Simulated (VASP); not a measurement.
## SnSe: single point with r2SCAN

SnSe:

```
CELL_PARAMETERS angstrom
0.00000 2.94855 2.94855
2.94855 0.00000 2.94855
2.94855 2.94855 0.00000
ATOMIC_POSITIONS crystal
Sn 0.00000 0.00000 0.00000
Se 0.50000 0.50000 0.50000
```

- Program: VASP 6.6.1
- Task: single point
- Functional: r2SCAN
- Potentials or basis: VASP PAW PBE potentials, release 64 (Sn_d, Se)
- Cutoff: 520 eV
- k mesh: 8 × 8 × 8
- Occupations: gaussian, width 0.02 eV
- Spin: collinear spin
- Starting moments: [0.5, 0.0] μB
- Dipole correction: no
- Further INCAR settings: ALGO = Normal; EDIFF = 1e-07; NBANDS = 21

- Pressure: 3.6 GPa
- Band gap on the k mesh: 0.72 eV (least direct gap 0.76 eV)
- Net moment: 0.00 μB per cell
- Valence electrons inside the program's atomic spheres: Sn 12.09; Se 3.87

Levels at points of the mesh, in eV from the valence-band top:
Spin up:
| k point | band 6 | band 7 | band 8 | band 9 | band 10 | band 11 | band 12 | band 13 | band 14 | band 15 |
| --- | --- | --- | --- | --- | --- | --- | --- | --- | --- | --- |
| (0.00, 0.00, 0.00) | -15.15 | -4.99 | -2.80 | -2.80 | -2.80 | 4.64 | 4.64 | 4.64 | 5.99 | 5.99 |
| (0.50, 0.00, 0.00) | -14.03 | -8.89 | -2.51 | -2.51 | 0.00 | 0.76 | 1.12 | 1.12 | 8.79 | 10.60 |
| (0.50, 0.50, 0.00) | -13.66 | -6.37 | -6.33 | -4.39 | -4.39 | 2.93 | 5.87 | 5.87 | 6.62 | 10.84 |
Spin down:
```csv
k point,band 8,band 9,band 10,band 11,band 12,band 13
"(0.00, 0.00, 0.00)",-2.80,-2.80,-2.80,4.64,4.64,4.64
"(0.50, 0.00, 0.00)",-2.51,-2.51,0.00,0.76,1.12,1.12
"(0.50, 0.50, 0.00)",-6.33,-4.39,-4.39,2.93,5.87,5.87
```

Wall time 5.7 min on 1 thread of Intel Xeon 8259CL (shared host), peak memory 0.24 GiB.

Caveat: the cell stands under pressure; the PAW data sets were made with another functional, which shifts forces and pressure a little; spin-orbit coupling is left out, which moves the levels of the heavy elements. A k mesh can miss the band edges.
